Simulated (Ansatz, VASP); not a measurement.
## Two plane-wave programs on HC20

```
CELL_PARAMETERS angstrom
4.92920 0.00000 0.00000
0.00000 6.80541 0.00000
0.00000 0.00000 22.23466
ATOMIC_POSITIONS crystal
C 0.31229 0.25001 0.17990
C 0.81229 0.25001 0.17990
C 0.06226 0.25001 0.21191
C 0.56226 0.25001 0.21191
C 0.18720 0.74999 0.22791
C 0.68720 0.74999 0.22791
C 0.43717 0.74999 0.25992
C 0.93717 0.74999 0.25992
C 0.06211 0.25001 0.27592
C 0.56211 0.25001 0.27592
C 0.31204 0.25001 0.30710
C 0.81204 0.25001 0.30710
C 0.43711 0.74999 0.33093
C 0.93711 0.74999 0.33093
C 0.18666 0.74999 0.35655
C 0.68666 0.74999 0.35655
C 0.31195 0.25001 0.37405
C 0.81195 0.25001 0.37405
C 0.06217 0.25002 0.40183
C 0.56217 0.25002 0.40183
H 0.14550 0.75002 0.55025
```

Alike in both runs: task single point; functional PBE; dispersion D3(BJ); k mesh 6 × 4 × 1; occupations gaussian, width 0.1 eV; no spin polarisation.

|  | VASP | Ansatz |
| --- | --- | --- |
| version | VASP 6.6.1 | Ansatz 0.2.0 |
| potentials or method | VASP PAW PBE potentials, release 64 (C, H), cutoff 520 eV | scalar-relativistic, plane waves, PAW |
| valence electrons in the cell | 81 | 81 |

|  | VASP | Ansatz | Ansatz less VASP |
| --- | --- | --- | --- |
| gap on the k mesh at the Fermi level (eV) | none | none | - |
| rms of the force components (eV/Å) | 1.093 | 1.101 | +0.0074 |

Atom by atom the forces differ by 0.012 eV/Å (rms over components). A gap of «none» marks a metal or a gap that the smearing closes. Ansatz's warnings: vacuum below fermi.
